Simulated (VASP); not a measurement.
# AlNi3 (P4/mmm) in VASP: single point with PBE

Aim: the single point of AlNi3 with PBE.

Everything below comes from runs of VASP 6.6.1. Logs are shortened: lines on timing, memory, paths and dates and some standing lists are left out, and cuts for length are marked.

## Step 1: The cell of the first run

Symmetry: P4/mmm, No. 123, tetragonal system. The conventional cell has a = 3.596 Å, b = 3.596 Å, c = 3.382 Å, α = 90.00°, β = 90.00°, γ = 90.00°. Within 3.4 Å of Al (site symmetry 4/mmm) lie 12 Ni at 2.47 to 2.54 Å and 2 Al at 3.38 Å. Within 3.4 Å of Ni (site symmetry mmm) lie 4 Al at 2.47 Å and 10 Ni at 2.47 to 3.38 Å. Within 3.4 Å of Ni (site symmetry 4/mmm) lie 10 Ni at 2.47 to 3.38 Å and 4 Al at 2.54 Å.

## Step 2: Single point, PBE, collinear spin, ferromagnetic start (stretched by -4 % along [0.0, 0.0, 1.0] at fixed volume)

The input, INCAR:

```
PREC = Accurate ; ENCUT = 520
EDIFF = 1E-6 ; ISMEAR = -1
SIGMA = 0.05 ; LREAL = False
LASPH = True ; NELM = 150
ALGO = Normal ; ISIF = 2
LWAVE = False ; LCHARG = False
ISPIN = 2 ; MAGMOM = 0 1.5 1.5 1.5
LORBIT = 11 ; LMAXMIX = 4
GGA = PE ; NBANDS = 28
```

The input, KPOINTS:

```
Automatic mesh
0
Gamma
  9 9 9
```

The input, POSCAR:

```
AlNi3
1.0
    3.5957026736      0.0000000000      0.0000000000
    0.0000000000      3.5957026736      0.0000000000
    0.0000000000      0.0000000000      3.3821325376
Al Ni
1 3
Direct
    0.0000000000      0.0000000000      0.0000000000
    0.0000000000      0.5000000000      0.5000000000
    0.5000000000      0.0000000000      0.5000000000
    0.5000000000      0.5000000000      0.0000000000
```

Potentials or basis: VASP PAW PBE potentials, release 64 (Al, Ni).

On the command line:

```console
$ cat potpaw_PBE.64/Al/POTCAR potpaw_PBE.64/Ni/POTCAR > POTCAR
$ mpirun -np 1 vasp_std > vasp.out
```

OUTCAR:

```text
PREC = Accurate
   ENCUT = 520
   EDIFF = 1E-6
   ISMEAR = -1
   LREAL = False
   LASPH = True
   NELM = 150
   ISIF = 2
   ISPIN = 2
   LORBIT = 11
   GGA = PE

 ion  position               nearest neighbor table
   1  0.000  0.000  0.000-   2 2.47   3 2.47   2 2.47   3 2.47   2 2.47   2 2.47   3 2.47   3 2.47
                             4 2.54   4 2.54   4 2.54   4 2.54
   2  0.000  0.500  0.500-   1 2.47   4 2.47   1 2.47   4 2.47   1 2.47   1 2.47   4 2.47   4 2.47
                             3 2.54   3 2.54   3 2.54   3 2.54
   3  0.500  0.000  0.500-   1 2.47   4 2.47   1 2.47   4 2.47   4 2.47   4 2.47   1 2.47   1 2.47
                             2 2.54   2 2.54   2 2.54   2 2.54
   4  0.500  0.500  0.000-   2 2.47   3 2.47   2 2.47   3 2.47   3 2.47   3 2.47   2 2.47   2 2.47
                             1 2.54   1 2.54   1 2.54   1 2.54

  LATTYP: Found a simple tetragonal cell.
 ALAT       =     3.5957026736
 C/A-ratio  =     0.9406040612

  Lattice vectors:

 A1 = (   3.5957026736,   0.0000000000,   0.0000000000)
 A2 = (   0.0000000000,   3.5957026736,   0.0000000000)
 A3 = (   0.0000000000,   0.0000000000,   3.3821325376)

Analysis of symmetry for initial positions (statically):
=====================================================================
 Subroutine PRICEL returns:
 Original cell was already a primitive cell.

 Routine SETGRP: Setting up the symmetry group for a
 simple tetragonal supercell.

 Subroutine GETGRP returns: Found 16 space group operations
 (whereof 16 operations were pure point group operations)
 out of a pool of 16 trial point group operations.

The static configuration has the point symmetry D_4h.

Analysis of symmetry for dynamics (positions and initial velocities):
=====================================================================
 Subroutine PRICEL returns:
 Original cell was already a primitive cell.

 Routine SETGRP: Setting up the symmetry group for a
 simple tetragonal supercell.

 Subroutine GETGRP returns: Found 16 space group operations
 (whereof 16 operations were pure point group operations)
 out of a pool of 16 trial point group operations.

The dynamic configuration has the point symmetry D_4h.

Analysis of structural, dynamic, and magnetic symmetry:
=====================================================================
 Subroutine PRICEL returns:
 Original cell was already a primitive cell.

 Routine SETGRP: Setting up the symmetry group for a
 simple tetragonal supercell.

 Subroutine GETGRP returns: Found 16 space group operations
 (whereof 16 operations were pure point group operations)
 out of a pool of 16 trial point group operations.

The overall configuration has the point symmetry D_4h.

 Subroutine INISYM returns: Found 16 space group operations
 (whereof 16 operations are pure point group operations),
 and found     1 'primitive' translations

----------------------------------------------------------------------------------------

                                     Primitive cell

  volume of cell :      43.7279

  direct lattice vectors                    reciprocal lattice vectors
     3.595702674  0.000000000  0.000000000     0.278109758  0.000000000  0.000000000
     0.000000000  3.595702674  0.000000000     0.000000000  0.278109758  0.000000000
     0.000000000  0.000000000  3.382132538     0.000000000  0.000000000  0.295671441

  length of vectors
     3.595702674  3.595702674  3.382132538     0.278109758  0.278109758  0.295671441

  position of ions in fractional coordinates (direct lattice)
     0.000000000  0.000000000  0.000000000
     0.000000000  0.500000000  0.500000000
     0.500000000  0.000000000  0.500000000
     0.500000000  0.500000000  0.000000000

  ion indices of the primitive-cell ions
   primitive index   ion index
                 1           1
                 2           2
                 3           3
                 4           4

----------------------------------------------------------------------------------------

 KPOINTS: Automatic mesh

Automatic generation of k-mesh.
 Grid dimensions read from file:
 generate k-points for:    9    9    9

 Generating k-lattice:

  Cartesian coordinates                     Fractional coordinates (reciprocal lattice)
     0.030901084  0.000000000  0.000000000     0.111111111  0.000000000  0.000000000
     0.000000000  0.030901084  0.000000000     0.000000000  0.111111111  0.000000000
     0.000000000  0.000000000  0.032852382     0.000000000  0.000000000  0.111111111

  Length of vectors
     0.030901084  0.030901084  0.032852382

  Shift w.r.t. Gamma in fractional coordinates (k-lattice)
     0.000000000  0.000000000  0.000000000

 Subroutine IBZKPT returns following result:
 ===========================================

 Found     75 irreducible k-points:

 Following reciprocal coordinates:
            Coordinates               Weight
  0.000000  0.000000  0.000000      1.000000
  0.111111  0.000000  0.000000      4.000000
  0.222222  0.000000  0.000000      4.000000
  0.333333  0.000000  0.000000      4.000000
  0.444444  0.000000  0.000000      4.000000
  0.111111  0.111111  0.000000      4.000000
[... 16 lines left out ...]
  0.333333  0.111111  0.111111     16.000000
  0.444444  0.111111  0.111111     16.000000
 [... further k-points ...]
   k-points           NKPTS =     75   k-points in BZ     NKDIM =     75   number of bands    NBANDS=     28
   number of dos      NEDOS =    301   number of ions     NIONS =      4
   total plane-waves  NPLWV =  21952
   dimension x,y,z NGX =    28 NGY =   28 NGZ =   28
   dimension x,y,z NGXF=    56 NGYF=   56 NGZF=   56
   ions per type =               1   3
   NGX,Y,Z   is equivalent  to a cutoff of  12.95, 12.95, 13.76 a.u.
   NGXF,Y,Z  is equivalent  to a cutoff of  25.89, 25.89, 27.53 a.u.
 SYSTEM =  unknown system
   PREC   = accura    normal or accurate (medium, high low for compatibility)
   ISTART =      0    job   : 0-new  1-cont  2-samecut
   ICHARG =      2    charge: 1-file 2-atom 10-const
   ISPIN  =      2    spin polarized calculation?
   LNONCOLLINEAR =      F non collinear calculations
   LSORBIT =      F    spin-orbit coupling
   LASPH  =      T    aspherical Exc in radial PAW
   ENCUT  =  520.0 eV  38.22 Ry    6.18 a.u.   6.69  6.69  6.29*2*pi/ulx,y,z
   NELM   =    150;   NELMIN=  2; NELMDL= -5     # of ELM steps
   EDIFF  = 0.1E-05   stopping-criterion for ELM
   LREAL  =      F    real-space projection
   EDIFFG = 0.1E-04   stopping-criterion for IOM
   NSW    =      0    number of steps for IOM
   IBRION =     -1    ionic relax: 0-MD 1-quasi-New 2-CG
   NFREE  =      0    steps in history (QN), initial steepest desc. (CG)
   ISIF   =      2    stress and relaxation
   ISYM   =      2    0-nonsym 1-usesym 2-fastsym
   POTIM  = 0.5000    time-step for ionic-motion
   TEBEG  =    0.0;   TEEND  =   0.0 temperature during run
   PSTRESS=    0.0 pullay stress
   NELECT =      33.0000    total number of electrons
   NUPDOWN=      -1.0000    fix difference up-down
   EMIN   =  10.00;   EMAX   =-10.00  energy-range for DOS
   EFERMI =   0.00;   METHOD = LEGACY
   ISMEAR =    -1;   SIGMA  =   0.05  broadening in eV -4-tet -1-fermi 0-gaus
   EFERMI_NEDOS =   21; number of points for ismear=-14 and -15
   IALGO  =     38    algorithm
   IMIX   =      4    mixing-type and parameters
     AMIX     =   0.40;   BMIX     =  1.00
     AMIX_MAG =   1.60;   BMIX_MAG =  1.00
  volume/ion in A,a.u.               =      10.93        73.77
  Fermi-wavevector in a.u.,A,eV,Ry     =   1.490482  2.816603 30.225843  2.221537
  Thomas-Fermi vector in A             =   2.603258
   LORBIT       =     11    0 simple, 1 ext, 2 COOP (PROOUT), +10 PAW based schemes
   GGA     = PE    functional components
   LHFCALC =     F    Hartree Fock is set to
   AEXX    =    0.0000 exact exchange contribution
   IVDW    =     0    specifies the selected vdW correction
   LEPSILON=     F    determine dielectric tensor
   LRPA    =     F    only Hartree local field effects (RPA)
 spin polarized calculation
  energy-cutoff  :      520.00
  volume of cell :       43.73
 maximum number of plane-waves:      1195
 NGX is ok and might be reduce to    28
   NGX = 13   NGY = 13   NGZ = 13

 number of electron      33.0000059 magnetization       0.6123471

 Free energy of the ion-electron system (eV)
  ---------------------------------------------------
  ext. energy  EPLUGINS =         0.00000000
  ---------------------------------------------------
  free energy    TOTEN  =       -21.84680363 eV

  energy without entropy =      -21.81607821  energy(sigma->0) =      -21.83144092

 E-fermi :   9.9329     XC(G=0): -12.8537

 val. band max:        9.9294384076   @ k =   0.4444   0.2222   0.3333
 cond. band min:       9.9331263684   @ k =   0.1111   0.1111   0.0000
 fundamental gap:      0.0036879608
 Fermi energy:         9.9328695114

 spin component 1

 k-point     1 :       0.0000    0.0000    0.0000
  band No.  band energies     occupation
      1      -0.2400      1.00000
      2       5.4554      1.00000
      3       6.1051      1.00000
      4       6.1995      1.00000
      5       6.4955      1.00000
      6       6.5610      1.00000
[... 733 lines left out ...]
     27      24.7348      0.00000
     28      25.0858      0.00000

 [... further k-points ...]

 spin component 2

 k-point     1 :       0.0000    0.0000    0.0000
  band No.  band energies     occupation
      1      -0.2630      1.00000
      2       5.5239      1.00000
      3       6.2415      1.00000
      4       6.3240      1.00000
      5       6.7180      1.00000
      6       6.8151      1.00000
[... 733 lines left out ...]
     27      24.7638      0.00000
     28      25.0794      0.00000

 [... further k-points ...]

------------------------ aborting loop because EDIFF is reached ----------------------------------------

  FORCE on cell =-STRESS in cart. coord.  units (eV):
  Direction    XX          YY          ZZ          XY          YZ          ZX
  --------------------------------------------------------------------------------------
  -------------------------------------------------------------------------------------
  Total        1.6020640      1.6020640      2.8490092      0.0000000     -0.0000000      0.0000000
  in kB       58.6992143     58.6992143    104.3869621      0.0000000     -0.0000000      0.0000000
  external PRESSURE =      73.9284635 kB  Pullay stress =       0.0000000 kB

 VOLUME and BASIS-vectors are now :
 -----------------------------------------------------------------------------
  energy-cutoff  :      520.00
  volume of cell :       43.73
      direct lattice vectors                 reciprocal lattice vectors
     3.595702674  0.000000000  0.000000000     0.278109758  0.000000000  0.000000000
     0.000000000  3.595702674  0.000000000     0.000000000  0.278109758  0.000000000
     0.000000000  0.000000000  3.382132538     0.000000000  0.000000000  0.295671441

 POSITION                                       TOTAL-FORCE (eV/Angst)
 -----------------------------------------------------------------------------------
      0.00000      0.00000      0.00000         0.000000      0.000000      0.000000
      0.00000      1.79785      1.69107         0.000000      0.000000      0.000000
      1.79785      0.00000      1.69107         0.000000      0.000000      0.000000
      1.79785      1.79785      0.00000         0.000000      0.000000      0.000000
 -----------------------------------------------------------------------------------
    total drift:                                0.000000      0.000000      0.000000

  FREE ENERGIE OF THE ION-ELECTRON SYSTEM (eV)
  ---------------------------------------------------
  free  energy   TOTEN  =       -21.8468036318 eV

  energy  without entropy=      -21.8160782108  energy(sigma->0) =      -21.83144092

 total charge

# of ion       s       p       d       tot
------------------------------------------
    1        0.412   0.407   0.000   0.818
    2        0.507   0.545   8.403   9.455
    3        0.507   0.545   8.403   9.455
    4        0.506   0.544   8.386   9.435
--------------------------------------------------
tot          1.930   2.041  25.192  29.163

 magnetization (x)

# of ion       s       p       d       tot
------------------------------------------
    1       -0.000  -0.007   0.000  -0.007
    2       -0.002  -0.008   0.218   0.208
    3       -0.002  -0.008   0.218   0.208
    4       -0.002  -0.007   0.245   0.235
--------------------------------------------------
tot         -0.008  -0.030   0.681   0.644
```

Run time: 82 s. Hardware: 1 thread of Intel Xeon 6975P-C (Granite Rapids), shared host; peak memory 0.25 GiB.

Results:

| Property | Result |
| --- | --- |
| Free energy | -21.8468 eV |
| Pressure | 7.4 GPa |
| Net moment | 0.61 μB per cell |
| Site moments | Al -0.01; Ni +0.21, +0.23 (each value once) μB |
| Valence electrons inside the program's atomic spheres | Al 0.82; Ni 9.46, 9.44 (each value once) |

Levels at points of the mesh, in eV from the Fermi level:
Spin up:
| k point | band 14 | band 15 | band 16 | band 17 | band 18 | band 19 | band 20 | band 21 |
| --- | --- | --- | --- | --- | --- | --- | --- | --- |
| (0.00, 0.00, 0.00) | -0.18 | 0.03 | 0.03 | 0.44 | 0.44 | 1.82 | 6.32 | 6.66 |
Spin down:
| k point | band 14 | band 15 | band 16 | band 17 | band 18 | band 19 |
| --- | --- | --- | --- | --- | --- | --- |
| (0.00, 0.00, 0.00) | 0.16 | 0.41 | 0.41 | 0.41 | 0.41 | 1.79 |

Caveat: the cell stands under pressure.
